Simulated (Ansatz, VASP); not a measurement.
KCl in VASP and in Ansatz

The input POSCAR:

```
KCl
1.0
    0.0000000000      3.0806485428      3.0806485428
    3.0806485428      0.0000000000      3.0806485428
    3.0806485428      3.0806485428      0.0000000000
K Cl
1 1
Direct
    0.0000000000      0.0000000000      0.0000000000
    0.5000000000      0.5000000000      0.5000000000
```

Contents of INCAR.step1:

```
SYSTEM = KCl
PREC = Accurate ; ENCUT = 550
ISMEAR = 0 ; SIGMA = 0.01
LREAL = .False. ; LASPH = .True.
NELM = 120 ; NBANDS = 15
GGA = PE ; ALGO = Normal
EDIFF = 1E-5 ; LWAVE = .True.
LCHARG = .False. ; GGA_COMPAT = .False.
```

Contents of INCAR.step2:

```
SYSTEM = KCl
PREC = Accurate ; ENCUT = 550
EDIFF = 1E-6 ; ISMEAR = 0
SIGMA = 0.01 ; LREAL = .False.
LASPH = .True. ; NELM = 120
ALGO = Normal ; ISIF = 2
LWAVE = .False. ; LCHARG = .True.
METAGGA = R2SCAN ; LMIXTAU = .True.
LELF = .True. ; LVHAR = .True.
NBANDS = 15 ; ISTART = 1
GGA_COMPAT = .False.
```

File KPOINTS:

```
Automatic mesh
0
Gamma
  6 6 6
  0 0 0
```

Input for Ansatz:

```yaml
crystal:
  lattice:
    - [0.0, 3.0806485428, 3.0806485428]
    - [3.0806485428, 0.0, 3.0806485428]
    - [3.0806485428, 3.0806485428, 0.0]
  atoms:
    - { symbol: K, position: [0.0, 0.0, 0.0] }
    - { symbol: Cl, position: [0.5, 0.5, 0.5] }
kpoints:
  mp_grid: { grid: [6, 6, 6] }
hamiltonian:
  xc: r2scan
scf:
  occupations: { method: fixed }
  n_extra_bands: 4
output:
  forces: true
  stress: true
  eigenvalues: true
```

Alike in both runs: task single point; functional r2SCAN; k mesh 6 × 6 × 6; no spin polarisation.

|  | VASP | Ansatz |
| --- | --- | --- |
| version | VASP 6.6.1 | Ansatz 0.2.0 |
| potentials or method | VASP PAW PBE potentials, release 64 (K_sv, Cl) | plane waves, PAW |
| plane-wave cutoff (eV) | 550 | 500 |
| occupations | gaussian, width 0.01 eV | fixed |
| valence electrons in the cell | 16 | 16 |

|  | VASP | Ansatz | Ansatz less VASP |
| --- | --- | --- | --- |
| gap on the k mesh at the Fermi level (eV) | 6.06 | 6.06 | -0.004 |
| pressure (GPa) | 1.4 | 1.4 | -0.01 |

VASP's potentials were made for PBE, not for r2SCAN.
